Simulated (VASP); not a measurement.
# La (Im-3m) in VASP: a series of runs, part 2 of 2

VASP 6.6.1. Earlier steps stand in the parts before.

### Step 3. Density of states, PBE (volume scaled by 0.84)

POSCAR reads:

```
La
1.0
   -1.9951001920      1.9951001920      1.9951001920
    1.9951001920     -1.9951001920      1.9951001920
    1.9951001920      1.9951001920     -1.9951001920
La
1
Direct
    0.0000000000      0.0000000000      0.0000000000
```

INCAR.step1 reads:

```
SYSTEM = La
  PREC = Accurate
  ENCUT = 520
  EDIFF = 1E-6
  ISMEAR = -1
  SIGMA = 0.08
  LREAL = .FALSE.
  LASPH = .TRUE.
  NELM = 100
  ALGO = Normal
  ISIF = 2
  LWAVE = .FALSE.
  LCHARG = .TRUE.
  LMAXMIX = 6
  GGA = PE
  NBANDS = 12
```

KPOINTS.step1 reads:

```
Automatic mesh
0
G
  13 13 13
  0 0 0
```

INCAR.step2 reads:

```
SYSTEM = La
  PREC = Accurate
  ENCUT = 520
  EDIFF = 1E-6
  ISMEAR = -5
  SIGMA = 0.08
  LREAL = .FALSE.
  LASPH = .TRUE.
  NELM = 100
  ALGO = Normal
  ISIF = 2
  LWAVE = .FALSE.
  LCHARG = .FALSE.
  LMAXMIX = 6
  GGA = PE
  LORBIT = 11
  NBANDS = 12
  NEDOS = 1001
  ICHARG = 11
```

KPOINTS.step2 reads:

```
Automatic mesh
0
G
  20 20 20
  0 0 0
```

Potentials or basis: VASP PAW PBE potentials, release 64 (La).

Command:

```
$ cat potpaw_PBE.64/La/POTCAR > POTCAR
$ cp INCAR.step1 INCAR
$ cp KPOINTS.step1 KPOINTS
$ mpirun -np 1 vasp_std > vasp.out
$ cp INCAR.step2 INCAR
$ cp KPOINTS.step2 KPOINTS
$ mpirun -np 1 vasp_std > vasp.out
```

OUTCAR:

```text
SYSTEM = La
   PREC = Accurate
   ENCUT = 520
   EDIFF = 1E-6
   ISMEAR = -5
   LREAL = .FALSE.
   LASPH = .TRUE.
   NELM = 100
   ISIF = 2
   GGA = PE
   LORBIT = 11
   ICHARG = 11

 ion  position               nearest neighbor table
   1  0.000  0.000  0.000-

  LATTYP: Found a body centered cubic cell.
 ALAT       =     3.9902003840

  Lattice vectors:

 A1 = (  -1.9951001920,   1.9951001920,   1.9951001920)
 A2 = (   1.9951001920,  -1.9951001920,   1.9951001920)
 A3 = (   1.9951001920,   1.9951001920,  -1.9951001920)

Analysis of symmetry for initial positions (statically):
=====================================================================
 Subroutine PRICEL returns:
 Original cell was already a primitive cell.

 Routine SETGRP: Setting up the symmetry group for a
 body centered cubic supercell.

 Subroutine GETGRP returns: Found 48 space group operations
 (whereof 48 operations were pure point group operations)
 out of a pool of 48 trial point group operations.

The static configuration has the point symmetry O_h .

Analysis of symmetry for dynamics (positions and initial velocities):
=====================================================================
 Subroutine PRICEL returns:
 Original cell was already a primitive cell.

 Routine SETGRP: Setting up the symmetry group for a
 body centered cubic supercell.

 Subroutine GETGRP returns: Found 48 space group operations
 (whereof 48 operations were pure point group operations)
 out of a pool of 48 trial point group operations.

The dynamic configuration has the point symmetry O_h .

 Subroutine INISYM returns: Found 48 space group operations
 (whereof 48 operations are pure point group operations),
 and found     1 'primitive' translations

----------------------------------------------------------------------------------------

                                     Primitive cell

  volume of cell :      31.7654

  direct lattice vectors                    reciprocal lattice vectors
    -1.995100192  1.995100192  1.995100192     0.000000000  0.250613980  0.250613980
     1.995100192 -1.995100192  1.995100192     0.250613980  0.000000000  0.250613980
     1.995100192  1.995100192 -1.995100192     0.250613980  0.250613980  0.000000000

  length of vectors
     3.455614899  3.455614899  3.455614899     0.354421690  0.354421690  0.354421690

  position of ions in fractional coordinates (direct lattice)
     0.000000000  0.000000000  0.000000000

  ion indices of the primitive-cell ions
   primitive index   ion index
                 1           1

----------------------------------------------------------------------------------------

 KPOINTS: Automatic mesh

Automatic generation of k-mesh.
 Grid dimensions read from file:
 generate k-points for:   20   20   20

 Generating k-lattice:

  Cartesian coordinates                     Fractional coordinates (reciprocal lattice)
     0.000000000  0.012530699  0.012530699     0.050000000  0.000000000  0.000000000
     0.012530699  0.000000000  0.012530699     0.000000000  0.050000000  0.000000000
     0.012530699  0.012530699  0.000000000     0.000000000  0.000000000  0.050000000

  Length of vectors
     0.017721084  0.017721084  0.017721084

  Shift w.r.t. Gamma in fractional coordinates (k-lattice)
     0.000000000  0.000000000  0.000000000

 TETIRR: Found   9408 inequivalent tetrahedra from    48000

 Subroutine IBZKPT returns following result:
 ===========================================

 Found    256 irreducible k-points:

 Following reciprocal coordinates:
            Coordinates               Weight
  0.000000  0.000000  0.000000      1.000000
  0.050000  0.000000  0.000000     12.000000
  0.100000  0.000000  0.000000     12.000000
  0.150000  0.000000  0.000000     12.000000
  0.200000  0.000000  0.000000     12.000000
  0.250000  0.000000  0.000000     12.000000
[... 16 lines left out ...]
  0.200000  0.100000  0.000000     48.000000
  0.250000  0.100000 -0.000000     48.000000
 [... further k-points ...]
   k-points           NKPTS =    256   k-points in BZ     NKDIM =    256   number of bands    NBANDS=     12
   number of dos      NEDOS =   1001   number of ions     NIONS =      1
   total plane-waves  NPLWV =  21952
   dimension x,y,z NGX =    28 NGY =   28 NGZ =   28
   dimension x,y,z NGXF=    56 NGYF=   56 NGZF=   56
   ions per type =               1
   NGX,Y,Z   is equivalent  to a cutoff of  13.47, 13.47, 13.47 a.u.
   NGXF,Y,Z  is equivalent  to a cutoff of  26.94, 26.94, 26.94 a.u.
 SYSTEM =  La
   PREC   = accura    normal or accurate (medium, high low for compatibility)
   ISTART =      0    job   : 0-new  1-cont  2-samecut
   ICHARG =     11    charge: 1-file 2-atom 10-const
   ISPIN  =      1    spin polarized calculation?
   LNONCOLLINEAR =      F non collinear calculations
   LSORBIT =      F    spin-orbit coupling
   LASPH  =      T    aspherical Exc in radial PAW
   ENCUT  =  520.0 eV  38.22 Ry    6.18 a.u.   6.43  6.43  6.43*2*pi/ulx,y,z
   NELM   =    100;   NELMIN=  2; NELMDL=  0     # of ELM steps
   EDIFF  = 0.1E-05   stopping-criterion for ELM
   LREAL  =      F    real-space projection
[... 7 lines left out ...]
   TEBEG  =    0.0;   TEEND  =   0.0 temperature during run
   PSTRESS=    0.0 pullay stress
   NELECT =      11.0000    total number of electrons
   NUPDOWN=      -1.0000    fix difference up-down
   EMIN   =  10.00;   EMAX   =-10.00  energy-range for DOS
   EFERMI =   0.00;   METHOD = LEGACY
   ISMEAR =    -5;   SIGMA  =   0.08  broadening in eV -4-tet -1-fermi 0-gaus
   EFERMI_NEDOS =   21; number of points for ismear=-14 and -15
   IALGO  =     38    algorithm
   IMIX   =      4    mixing-type and parameters
     AMIX     =   0.40;   BMIX     =  1.00
     AMIX_MAG =   1.60;   BMIX_MAG =  1.00
  volume/ion in A,a.u.               =      31.77       214.36
  Fermi-wavevector in a.u.,A,eV,Ry     =   1.149620  2.172467 17.981819  1.321626
  Thomas-Fermi vector in A             =   2.286289
   LORBIT       =     11    0 simple, 1 ext, 2 COOP (PROOUT), +10 PAW based schemes
   GGA     = PE    functional components
   LHFCALC =     F    Hartree Fock is set to
   AEXX    =    0.0000 exact exchange contribution
   IVDW    =     0    specifies the selected vdW correction
   LEPSILON=     F    determine dielectric tensor
   LRPA    =     F    only Hartree local field effects (RPA)
 non-spin polarized calculation
 Fermi weights with tetrahedron method with Bloechl corrections
  energy-cutoff  :      520.00
  volume of cell :       31.77
 maximum number of plane-waves:       891
 NGX is ok and might be reduce to    28

 number of electron      11.0000001 magnetization

 Free energy of the ion-electron system (eV)
  ---------------------------------------------------
  ext. energy  EPLUGINS =         0.00000000
  ---------------------------------------------------
  free energy    TOTEN  =        -4.65673774 eV

  energy without entropy =       -4.65673774  energy(sigma->0) =       -4.65673774

 E-fermi :   9.4092     XC(G=0): -10.2152

 val. band max:        9.4169086073   @ k =  -0.3500   0.4500   0.0500
 cond. band min:       9.3656164286   @ k =   0.3000   0.1500   0.1500
 fundamental gap:     -0.0512921787
 Fermi energy:         9.4091597934

 k-point     1 :       0.0000    0.0000    0.0000
  band No.  band energies     occupation
      1     -23.2768      2.00000
      2      -5.8694      2.00000
      3      -5.8694      2.00000
      4      -5.8694      2.00000
      5       6.4875      2.00000
      6      11.0799      0.00000
      7      11.0799      0.00000
      8      11.0799      0.00000
      9      11.1438      0.00000
     10      11.1438      0.00000
     11      11.1439      0.00000
     12      12.1717      0.00000

 k-point     2 :       0.0500    0.0000    0.0000
  band No.  band energies     occupation
      1     -23.2680      2.00000
      2      -5.9312      2.00000
      3      -5.8868      2.00000
      4      -5.8704      2.00000
      5       6.5878      2.00000
      6      10.8533      0.00000
      7      10.8556      0.00000
      8      11.1230      0.00000
      9      11.1386      0.00000
     10      11.3286      0.00000
     11      11.3365      0.00000
     12      12.1699      0.00000
[... 316 lines left out ...]
 k-point    24 :       0.2500    0.1000   -0.0000
  band No.  band energies     occupation
      1     -23.0174      2.00000
      2      -7.3433      2.00000
      3      -6.3468      2.00000
      4      -5.9727      2.00000
      5       8.1202      2.00000
      6       9.5068     -0.08002
      7      10.3465      0.00000
      8      11.1797      0.00000
      9      11.6094      0.00000
     10      11.7764      0.00000
     11      11.8807      0.00000
     12      12.0920      0.00000

 [... further k-points ...]
[... 5 lines left out ...]
  --------------------------------------------------------------------------------------
  -------------------------------------------------------------------------------------
  Total        1.0851571      1.0851571      1.0851571     -0.0000000      0.0000000     -0.0000000
  in kB       54.7329774     54.7329774     54.7329774     -0.0000000      0.0000000     -0.0000000
  external PRESSURE =      54.7329774 kB  Pullay stress =       0.0000000 kB

 VOLUME and BASIS-vectors are now :
 -----------------------------------------------------------------------------
  energy-cutoff  :      520.00
  volume of cell :       31.77
      direct lattice vectors                 reciprocal lattice vectors
    -1.995100192  1.995100192  1.995100192     0.000000000  0.250613980  0.250613980
     1.995100192 -1.995100192  1.995100192     0.250613980  0.000000000  0.250613980
     1.995100192  1.995100192 -1.995100192     0.250613980  0.250613980  0.000000000

 POSITION                                       TOTAL-FORCE (eV/Angst)
 -----------------------------------------------------------------------------------
      0.00000      0.00000      0.00000        -0.000000      0.000000     -0.000000
 -----------------------------------------------------------------------------------
    total drift:                                0.000000     -0.000000      0.000000

  FREE ENERGIE OF THE ION-ELECTRON SYSTEM (eV)
  ---------------------------------------------------
  free  energy   TOTEN  =        -4.6567377369 eV

  energy  without entropy=       -4.6567377369  energy(sigma->0) =       -4.65673774

 total charge

# of ion       s       p       d       f       tot
--------------------------------------------------
    1        2.070   5.529   1.045   0.100   8.743
```

Run time: 3.2 min. Hardware: 1 thread of AMD EPYC 7R43 (Zen 3), shared host; peak memory 0.23 GiB.

What came out:

```
Valence electrons inside the program's atomic spheres : La 8.74
```

Levels at points of the mesh, in eV from the Fermi level:
| k point | band 2 | band 3 | band 4 | band 5 | band 6 | band 7 | band 8 | band 9 | band 10 | band 11 |
| --- | --- | --- | --- | --- | --- | --- | --- | --- | --- | --- |
| (0.00, 0.00, 0.00) | -15.28 | -15.28 | -15.28 | -2.92 | 1.67 | 1.67 | 1.67 | 1.73 | 1.73 | 1.73 |
| (0.50, 0.00, 0.00) | -17.39 | -15.93 | -15.32 | -2.01 | -0.34 | 1.75 | 1.96 | 2.25 | 2.60 | 2.65 |
| (0.50, 0.50, 0.50) | -16.69 | -16.69 | -16.69 | -2.35 | -2.35 | 1.96 | 2.22 | 2.22 | 2.22 | 2.85 |

Caveat: spin-orbit coupling is left out, which moves the levels of the heavy elements; tetrahedron occupations give inexact forces and stress in metals.
